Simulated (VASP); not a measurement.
# PbS (Galena) in VASP: further runs

PbS (Galena) is run at these levels: BLYP, PBEsol; tasks: relaxation of cell and atoms, single point.

Everything below comes from runs of VASP 6.6.1. Logs are shortened: lines on timing, memory, paths and dates and some standing lists are left out, and cuts for length are marked.

## Step 1: The cell of the first run

Symmetry: Fm-3m, No. 225, cubic system. Conventional cell: a = 5.931 Å, b = 5.931 Å, c = 5.931 Å, α = 90.00°, β = 90.00°, γ = 90.00°. Pb (site symmetry m-3m) has 6 S at 2.97 Å within 3.9 Å. Within 3.9 Å of S (site symmetry m-3m) lie 6 Pb at 2.97 Å.

## Step 2: Relaxation of cell and atoms, BLYP

Input file INCAR:

```
AGGAC = 1.0 ; AGGAX = 1.0
ALDAC = 0.0 ; ALDAX = 1.0
ALGO = Normal ; EDIFF = 1E-6
EDIFFG = -0.01 ; ENCUT = 600
GGA = B5 ; IBRION = 2
ISIF = 3 ; ISMEAR = -1
LASPH = True ; LCHARG = False
LREAL = False ; LWAVE = False
NELM = 60 ; NSW = 60
PREC = Accurate ; SIGMA = 0.05
```

Input file KPOINTS:

```
k-points
0
Gamma
  8 8 8
```

Input file POSCAR:

```
PbS
1.0
    0.0000000000      2.9657500000      2.9657500000
    2.9657500000      0.0000000000      2.9657500000
    2.9657500000      2.9657500000      0.0000000000
Pb S
1 1
Direct
    0.0000000000      0.0000000000      0.0000000000
    0.5000000000      0.5000000000      0.5000000000
```

Potentials or basis: VASP PAW PBE potentials, release 64 (Pb_d, S).

Started as:

```
$ cat potpaw_PBE.64/Pb_d/POTCAR potpaw_PBE.64/S/POTCAR > POTCAR
$ mpirun -np 1 vasp_std > vasp.out
```

OUTCAR:

```text
EDIFF = 1E-6
   EDIFFG = -0.01
   ENCUT = 600
   GGA = B5
   IBRION = 2
   ISIF = 3
   ISMEAR = -1
   LASPH = True
   LREAL = False
   NELM = 60
   NSW = 60
   PREC = Accurate

 ion  position               nearest neighbor table
   1  0.000  0.000  0.000-   2 2.97   2 2.97   2 2.97   2 2.97   2 2.97   2 2.97
   2  0.500  0.500  0.500-   1 2.97   1 2.97   1 2.97   1 2.97   1 2.97   1 2.97

  LATTYP: Found a face centered cubic cell.
 ALAT       =     5.9315000000

  Lattice vectors:

 A1 = (   0.0000000000,   2.9657500000,   2.9657500000)
 A2 = (   2.9657500000,   0.0000000000,   2.9657500000)
 A3 = (   2.9657500000,   2.9657500000,   0.0000000000)

Analysis of symmetry for initial positions (statically):
=====================================================================
 Subroutine PRICEL returns:
 Original cell was already a primitive cell.

 Routine SETGRP: Setting up the symmetry group for a
 face centered cubic supercell.

 Subroutine GETGRP returns: Found 48 space group operations
[... 9 lines left out ...]

 Routine SETGRP: Setting up the symmetry group for a
 face centered cubic supercell.

 Subroutine GETGRP returns: Found 48 space group operations
[... 11 lines left out ...]
                                     Primitive cell

  volume of cell :      52.1715

  direct lattice vectors                    reciprocal lattice vectors
     0.000000000  2.965750000  2.965750000    -0.168591419  0.168591419  0.168591419
     2.965750000  0.000000000  2.965750000     0.168591419 -0.168591419  0.168591419
     2.965750000  2.965750000  0.000000000     0.168591419  0.168591419 -0.168591419

  length of vectors
     4.194203873  4.194203873  4.194203873     0.292008903  0.292008903  0.292008903

  position of ions in fractional coordinates (direct lattice)
     0.000000000  0.000000000  0.000000000
     0.500000000  0.500000000  0.500000000

  ion indices of the primitive-cell ions
   primitive index   ion index
                 1           1
                 2           2

----------------------------------------------------------------------------------------

 KPOINTS: k-points

Automatic generation of k-mesh.
 Grid dimensions read from file:
 generate k-points for:    8    8    8

 Generating k-lattice:

  Cartesian coordinates                     Fractional coordinates (reciprocal lattice)
    -0.021073927  0.021073927  0.021073927     0.125000000  0.000000000  0.000000000
     0.021073927 -0.021073927  0.021073927     0.000000000  0.125000000  0.000000000
     0.021073927  0.021073927 -0.021073927     0.000000000  0.000000000  0.125000000

  Length of vectors
     0.036501113  0.036501113  0.036501113

  Shift w.r.t. Gamma in fractional coordinates (k-lattice)
     0.000000000  0.000000000  0.000000000

 Subroutine IBZKPT returns following result:
 ===========================================

 Found     29 irreducible k-points:

 Following reciprocal coordinates:
            Coordinates               Weight
  0.000000  0.000000  0.000000      1.000000
  0.125000  0.000000  0.000000      8.000000
  0.250000  0.000000  0.000000      8.000000
  0.375000  0.000000  0.000000      8.000000
  0.500000  0.000000  0.000000      4.000000
  0.125000  0.125000  0.000000      6.000000
[... 16 lines left out ...]
  0.500000  0.250000  0.125000     48.000000
 -0.375000  0.250000  0.125000     24.000000
 [... further k-points ...]
   k-points           NKPTS =     29   k-points in BZ     NKDIM =     29   number of bands    NBANDS=     14
   number of dos      NEDOS =    301   number of ions     NIONS =      2
   total plane-waves  NPLWV =  46656
   dimension x,y,z NGX =    36 NGY =   36 NGZ =   36
   dimension x,y,z NGXF=    72 NGYF=   72 NGZF=   72
   ions per type =               1   1
   NGX,Y,Z   is equivalent  to a cutoff of  14.27, 14.27, 14.27 a.u.
   NGXF,Y,Z  is equivalent  to a cutoff of  28.54, 28.54, 28.54 a.u.
 SYSTEM =  unknown system
   PREC   = accura    normal or accurate (medium, high low for compatibility)
   ISTART =      0    job   : 0-new  1-cont  2-samecut
   ICHARG =      2    charge: 1-file 2-atom 10-const
   ISPIN  =      1    spin polarized calculation?
   LNONCOLLINEAR =      F non collinear calculations
   LSORBIT =      F    spin-orbit coupling
   LASPH  =      T    aspherical Exc in radial PAW
   ENCUT  =  600.0 eV  44.10 Ry    6.64 a.u.   8.38  8.38  8.38*2*pi/ulx,y,z
   NELM   =     60;   NELMIN=  2; NELMDL= -5     # of ELM steps
   EDIFF  = 0.1E-05   stopping-criterion for ELM
   LREAL  =      F    real-space projection
   EDIFFG = -.1E-01   stopping-criterion for IOM
   NSW    =     60    number of steps for IOM
   IBRION =      2    ionic relax: 0-MD 1-quasi-New 2-CG
   NFREE  =      1    steps in history (QN), initial steepest desc. (CG)
   ISIF   =      3    stress and relaxation
   ISYM   =      2    0-nonsym 1-usesym 2-fastsym
   POTIM  = 0.5000    time-step for ionic-motion
   TEBEG  =    0.0;   TEEND  =   0.0 temperature during run
   PSTRESS=    0.0 pullay stress
   NELECT =      20.0000    total number of electrons
   NUPDOWN=      -1.0000    fix difference up-down
   EMIN   =  10.00;   EMAX   =-10.00  energy-range for DOS
   EFERMI =   0.00;   METHOD = LEGACY
   ISMEAR =    -1;   SIGMA  =   0.05  broadening in eV -4-tet -1-fermi 0-gaus
   EFERMI_NEDOS =   21; number of points for ismear=-14 and -15
   IALGO  =     38    algorithm
   IMIX   =      4    mixing-type and parameters
     AMIX     =   0.40;   BMIX     =  1.00
     AMIX_MAG =   1.60;   BMIX_MAG =  1.00
  volume/ion in A,a.u.               =      26.09       176.04
  Fermi-wavevector in a.u.,A,eV,Ry     =   1.189251  2.247359 19.242973  1.414319
  Thomas-Fermi vector in A             =   2.325363
   LORBIT       =      0    0 simple, 1 ext, 2 COOP (PROOUT), +10 PAW based schemes
   GGA     = B5    functional components
   LHFCALC =     F    Hartree Fock is set to
   AEXX    =    0.0000 exact exchange contribution
   IVDW    =     0    specifies the selected vdW correction
   LEPSILON=     F    determine dielectric tensor
   LRPA    =     F    only Hartree local field effects (RPA)
 conjugate gradient relaxation of ions
 non-spin polarized calculation
  energy-cutoff  :      600.00
  volume of cell :       52.17
 maximum number of plane-waves:      1807
 NGX is ok and might be reduce to    36

--------------------------------------- Ionic step        1  -------------------------------------------

 number of electron      20.0000002 magnetization

 Free energy of the ion-electron system (eV)
  ---------------------------------------------------
  ext. energy  EPLUGINS =         0.00000000
  ---------------------------------------------------
  free energy    TOTEN  =        -7.66282827 eV

  energy without entropy =       -7.66275382  energy(sigma->0) =       -7.66279104

 E-fermi :   6.4712     XC(G=0):  -9.1157

 val. band max:        6.2315278445   @ k =   0.5000   0.0000   0.0000
 cond. band min:       6.7108865421   @ k =   0.5000   0.0000   0.0000
 fundamental gap:      0.4793586976
 Fermi energy:         6.4712115357

 k-point     1 :       0.0000    0.0000    0.0000
  band No.  band energies     occupation
      1     -10.5853      2.00000
      2     -10.5853      2.00000
      3     -10.5853      2.00000
      4     -10.5724      2.00000
      5     -10.5724      2.00000
      6      -7.3240      2.00000
      7       0.1261      2.00000
      8       4.0889      2.00000
      9       4.0889      2.00000
     10       4.0889      2.00000
     11      11.3566      0.00000
     12      11.3566      0.00000
     13      11.3566      0.00000
     14      13.1728      0.00000

 k-point     2 :       0.1250    0.0000    0.0000
  band No.  band energies     occupation
      1     -10.5845      2.00000
      2     -10.5830      2.00000
      3     -10.5830      2.00000
      4     -10.5726      2.00000
      5     -10.5726      2.00000
      6      -7.1913      2.00000
      7      -0.3156      2.00000
      8       4.1331      2.00000
      9       4.1331      2.00000
     10       4.4207      2.00000
     11      10.2353      0.00000
     12      10.6223      0.00000
     13      10.6223      0.00000
     14      13.1647      0.00000
[... 423 lines left out ...]
 VOLUME and BASIS-vectors are now :
 -----------------------------------------------------------------------------
  energy-cutoff  :      600.00
  volume of cell :       59.92
      direct lattice vectors                 reciprocal lattice vectors
     0.000000000  3.105841874  3.105841874    -0.160986947  0.160986947  0.160986947
     3.105841874  0.000000000  3.105841874     0.160986947 -0.160986947  0.160986947
     3.105841874  3.105841874  0.000000000     0.160986947  0.160986947 -0.160986947

 POSITION                                       TOTAL-FORCE (eV/Angst)
 -----------------------------------------------------------------------------------
      3.10584      3.10584      6.21168        -0.000000     -0.000000      0.000000
      3.10584      3.10584      3.10584         0.000000      0.000000     -0.000000
 -----------------------------------------------------------------------------------
    total drift:                                0.000000      0.000000      0.000000

  FREE ENERGIE OF THE ION-ELECTRON SYSTEM (eV)
  ---------------------------------------------------
  free  energy   TOTEN  =        -7.7501122291 eV

  energy  without entropy=       -7.7501089365  energy(sigma->0) =       -7.75011058

--------------------------------------- Ionic step        3  -------------------------------------------

 number of electron      20.0000003 magnetization

 Free energy of the ion-electron system (eV)
  ---------------------------------------------------
  ext. energy  EPLUGINS =         0.00000000
  ---------------------------------------------------
  free energy    TOTEN  =        -7.76018856 eV

  energy without entropy =       -7.76018222  energy(sigma->0) =       -7.76018539

 E-fermi :   5.2393     XC(G=0):  -8.6644

 val. band max:        4.8557221323   @ k =   0.5000   0.0000   0.0000
 cond. band min:       5.6226484506   @ k =   0.5000   0.0000   0.0000
 fundamental gap:      0.7669263183
 Fermi energy:         5.2392782975

 k-point     1 :       0.0000    0.0000    0.0000
  band No.  band energies     occupation
      1     -11.7456      2.00000
      2     -11.7456      2.00000
      3     -11.7456      2.00000
      4     -11.7308      2.00000
      5     -11.7308      2.00000
      6      -7.7649      2.00000
      7      -1.3596      2.00000
      8       3.2696      2.00000
      9       3.2696      2.00000
     10       3.2696      2.00000
     11       9.7375      0.00000
     12       9.7375      0.00000
     13       9.7375      0.00000
     14      12.0999      0.00000

 k-point     2 :       0.1250    0.0000    0.0000
  band No.  band energies     occupation
      1     -11.7449      2.00000
      2     -11.7433      2.00000
      3     -11.7433      2.00000
      4     -11.7315      2.00000
      5     -11.7315      2.00000
      6      -7.6532      2.00000
      7      -1.6639      2.00000
      8       3.3062      2.00000
      9       3.3062      2.00000
     10       3.4841      2.00000
     11       8.7889      0.00000
     12       9.1580      0.00000
     13       9.1580      0.00000
     14      12.0252      0.00000
[... 387 lines left out ...]
 VOLUME and BASIS-vectors are now :
 -----------------------------------------------------------------------------
  energy-cutoff  :      600.00
  volume of cell :       57.83
      direct lattice vectors                 reciprocal lattice vectors
     0.000000000  3.069261493  3.069261493    -0.162905637  0.162905637  0.162905637
     3.069261493  0.000000000  3.069261493     0.162905637 -0.162905637  0.162905637
     3.069261493  3.069261493  0.000000000     0.162905637  0.162905637 -0.162905637

 POSITION                                       TOTAL-FORCE (eV/Angst)
 -----------------------------------------------------------------------------------
      0.00000      0.00000      0.00000         0.000000     -0.000000      0.000000
      3.06926      3.06926      3.06926        -0.000000      0.000000     -0.000000
 -----------------------------------------------------------------------------------
    total drift:                                0.000000      0.000000      0.000000

  FREE ENERGIE OF THE ION-ELECTRON SYSTEM (eV)
  ---------------------------------------------------
  free  energy   TOTEN  =        -7.7601885631 eV

  energy  without entropy=       -7.7601822156  energy(sigma->0) =       -7.76018539

 reached required accuracy - stopping structural energy minimisation
```

Wall time 2.8 min (1 thread of Intel Xeon 8259CL, shared host); peak memory 0.23 GiB.

Results:

| Quantity | Value |
| --- | --- |
| Free energy | -7.7602 eV |
| Relaxed volume | 28.91 Å³/atom |
| Relaxed cell | a = 4.341 Å, b = 4.341 Å, c = 4.341 Å, α = 60.00°, β = 60.00°, γ = 60.00° |
| Space group after relaxing (to 0.05 Å) | Fm-3m (No. 225) |
| Energy gained by relaxing | 48.7 meV/atom |
| Ionic steps | 3 |
| Pressure after relaxing | 0.0 GPa |
| Band gap on the k mesh | 0.77 eV, direct |

Step by step:
| step | energy change (eV) | largest force (eV/Å) | pressure (GPa) | volume (Å³) |
| --- | --- | --- | --- | --- |
| 1 | 0.0000 | 0.0000 | 6.01 | 52.17 |
| 2 | -0.0873 | 0.0000 | -1.52 | 59.92 |
| 3 | -0.0974 | 0.0000 | 0.03 | 57.83 |

Final structure:
```
CELL_PARAMETERS angstrom
0.00000 3.06926 3.06926
3.06926 0.00000 3.06926
3.06926 3.06926 0.00000
ATOMIC_POSITIONS crystal
Pb 0.00000 0.00000 0.00000
S 0.50000 0.50000 0.50000
```

Caveat: the PAW data sets were made with another functional, which shifts forces and pressure a little; spin-orbit coupling is left out, which moves the levels of the heavy elements; the volume moved by +11 % from the deposited cell, more than functionals usually miss.

## Step 3: Single point, PBEsol, non-collinear spin, zero start, spin-orbit coupling

Input file INCAR:

```
PREC = Accurate ; ENCUT = 520
EDIFF = 1E-6 ; ISMEAR = -1
SIGMA = 0.05 ; LREAL = False
LASPH = True ; NELM = 150
ALGO = Normal ; ISIF = 2
LWAVE = False ; LCHARG = False
LNONCOLLINEAR = True ; MAGMOM = 0 0 0 0 0 0
LORBIT = 11 ; LSORBIT = True
GGA_COMPAT = False ; LORBMOM = True
GGA = PS ; NBANDS = 32
```

Input file KPOINTS:

```
Automatic mesh
0
Gamma
  8 8 8
```

POSCAR is that of step 2.

Potentials or basis: VASP PAW PBE potentials, release 64 (Pb_d, S).

Started as:

```
$ cat potpaw_PBE.64/Pb_d/POTCAR potpaw_PBE.64/S/POTCAR > POTCAR
$ mpirun -np 1 vasp_ncl > vasp.out
```

Run time: 73 s. Hardware: 1 thread of Intel Xeon Platinum 8375C at 2.90GHz (Ice Lake), shared host; peak memory 0.33 GiB.

It converged, with:

```yaml
Free_energy: -9.8403 eV
Pressure: -1.3 GPa
Net_moment: 0.00 μB per cell
Valence_electrons_inside_the_program's_atomic_spheres: Pb 11.84; S 3.65
```

Moments on the atoms (μB; x, y, z):
```
Pb  0.00 0.00 0.00
S   0.00 0.00 0.00
```

Caveat: the PAW data sets were made with another functional, which shifts forces and pressure a little.

## Step 4: Single point, PBEsol (atoms moved at random)

Input file INCAR:

```
SYSTEM = PbS
PREC = Accurate
ENCUT = 520
EDIFF = 1E-6
ISMEAR = -1
SIGMA = 0.05
LREAL = .False.
LASPH = .True.
NELM = 100
ALGO = Normal
ISIF = 2
LWAVE = .False.
LCHARG = .False.
GGA = PS
NBANDS = 17
```

Input file KPOINTS:

```
regular mesh
0
Gamma
  8 8 8
  0 0 0
```

Input file POSCAR:

```
PbS
1.0
    0.0000000000      2.9657500000      2.9657500000
    2.9657500000      0.0000000000      2.9657500000
    2.9657500000      2.9657500000      0.0000000000
Pb S
1 1
Direct
   -0.0115120000      0.0138610000     -0.0022760000
    0.4938690000      0.5052960000      0.4970370000
```

Started as:

```
$ cat potpaw_PBE.64/Pb_d/POTCAR potpaw_PBE.64/S/POTCAR > POTCAR
$ mpirun -np 1 vasp_std > vasp.out
```

Run time: 1.9 min. Hardware: 1 thread of Intel Xeon Platinum 8375C at 2.90GHz (Ice Lake), shared host; peak memory 0.34 GiB.

It converged, with:

* Free energy: -9.4556 eV
* Pressure: -0.9 GPa
* Largest force: 0.010 eV/Å
* Band gap on the k mesh: 0.26 eV, direct

Forces on the atoms (eV/Å):
```
Pb  -0.008  0.004 -0.003
S    0.008 -0.004  0.003
```

Levels at points of the mesh, in eV from the valence-band top:
```tsv
k point	band 6	band 7	band 8	band 9	band 10	band 11	band 12	band 13	band 14	band 15
(0.00, 0.00, 0.00)	-13.60	-6.06	-2.17	-2.17	-2.17	5.15	5.15	5.16	6.65	6.65
(0.50, 0.00, 0.00)	-12.34	-8.90	-1.78	-1.77	-0.01	0.26	1.90	1.90	8.49	10.09
(0.00, 0.50, 0.00)	-12.34	-8.89	-1.78	-1.77	-0.02	0.27	1.90	1.90	8.49	10.09
(0.00, 0.00, 0.50)	-12.33	-8.90	-1.78	-1.78	0.00	0.26	1.90	1.90	8.49	10.09
(0.50, 0.50, 0.50)	-12.34	-8.90	-1.78	-1.78	0.00	0.26	1.90	1.90	8.49	10.09
(0.50, 0.50, 0.00)	-11.90	-7.24	-5.25	-3.47	-3.46	3.71	5.53	5.64	5.65	11.18
(0.00, 0.50, 0.50)	-11.89	-7.24	-5.25	-3.46	-3.46	3.72	5.53	5.64	5.65	11.18
(0.50, 0.00, 0.50)	-11.90	-7.24	-5.25	-3.46	-3.46	3.72	5.53	5.65	5.65	11.18
```

Caveat: the cell differs from its parent crystal (atoms moved at random); the PAW data sets were made with another functional, which shifts forces and pressure a little; spin-orbit coupling is left out, which moves the levels of the heavy elements. A k mesh can miss the band edges.

## Step 5: The runs side by side

| task | level | spin | cell | cutoff (eV) | gap on the mesh (eV) | pressure (GPa) |
| --- | --- | --- | --- | --- | --- | --- |
| relaxation of cell and atoms | BLYP | off | relaxed | 600 | 0.77 | 0.0 |
| single point | PBEsol | non-collinear, zero start, SOC | as given | 520 | - | -1.3 |
| single point | PBEsol | off | as given | 520 | 0.26 | -0.9 |

Some of these runs hold the atoms at other places in the same cell, which the table doesn't show; runs alike in all that it shows share one row.

Alike in all rows: potentials or basis VASP PAW PBE potentials, release 64 (Pb_d, S); k mesh 8 × 8 × 8; smearing fermi-dirac 0.05 eV.

Caveats: the PAW data sets were made with another functional, which shifts forces and pressure a little; spin-orbit coupling is left out, which moves the levels of the heavy elements (some runs); the volume moved by +11 % from the deposited cell, more than functionals usually miss (some runs).

Total energies depend on the potentials used, so only differences within one code and one set of settings carry meaning.
